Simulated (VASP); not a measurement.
Ti: relaxation of cell and atoms with PBEsol

Ti:

```
CELL_PARAMETERS angstrom
-1.55668 1.55668 1.55668
1.55668 -1.55668 1.55668
1.55668 1.55668 -1.55668
ATOMIC_POSITIONS crystal
Ti 0.00000 0.00000 0.00000
```

- Program: VASP 6.6.1
- Task: relaxation of cell and atoms
- Functional: PBEsol
- Potentials or basis: VASP PAW PBE potentials, release 64 (Ti_sv)
- Cutoff: 600 eV
- k mesh: 18 × 18 × 18
- Occupations: gaussian, width 0.1 eV
- Spin: no spin polarisation
- Target pressure: 12 GPa
- Dipole correction: no
- Further INCAR settings: ALGO = Normal; EDIFF = 1e-06; IBRION = 2; EDIFFG = -0.008; NSW = 70; ISIF = 3

- Relaxed volume: 15.04 Å³/atom
- Relaxed cell: a = 2.693 Å, b = 2.693 Å, c = 2.693 Å, α = 109.47°, β = 109.47°, γ = 109.47°
- Space group after relaxing (to 0.05 Å): Im-3m (No. 229)
- Energy change on relaxing (the enthalpy is what falls): +3.6 meV/atom
- Ionic steps: 3
- Pressure after relaxing: 12.0 GPa
- Band gap on the k mesh: zero (band 6 reaches 10.64 eV, above the bottom of band 7 at 8.88 eV)

The path:
| step | energy change (eV) | largest force (eV/Å) | pressure (GPa) | volume (Å³) |
| --- | --- | --- | --- | --- |
| 1 | 0.0000 | 0.0000 | 11.56 | 15.09 |
| 2 | 0.0067 | 0.0000 | 12.41 | 15.00 |
| 3 | 0.0036 | 0.0000 | 12.03 | 15.04 |

Final structure:
```
Ti
1.0
    -1.55500    1.55500    1.55500
     1.55500   -1.55500    1.55500
     1.55500    1.55500   -1.55500
Ti
1
Cartesian
  0.0000 0.0000 0.0000
```

Levels at points of the mesh, in eV from the Fermi level:
```tsv
k point	band 4	band 5	band 6	band 7	band 8	band 9
(0.00, 0.00, 0.00)	-31.77	-6.22	1.11	1.11	1.11	3.22
(0.50, 0.00, 0.00)	-31.78	-2.84	-0.58	1.68	3.24	3.66
(0.50, 0.50, 0.50)	-32.49	-2.64	-2.64	4.69	4.69	4.69
```

It took 57 s on 1 thread of Intel(R) Xeon(R) Platinum 8259CL CPU @ 2.50GHz (Skylake/Cascade Lake), on a shared host, peak memory 0.18 GiB.

Caveat: the cell is relaxed towards a set pressure, so the enthalpy falls and the energy may rise; the PAW data sets were made with another functional, which shifts forces and pressure a little.
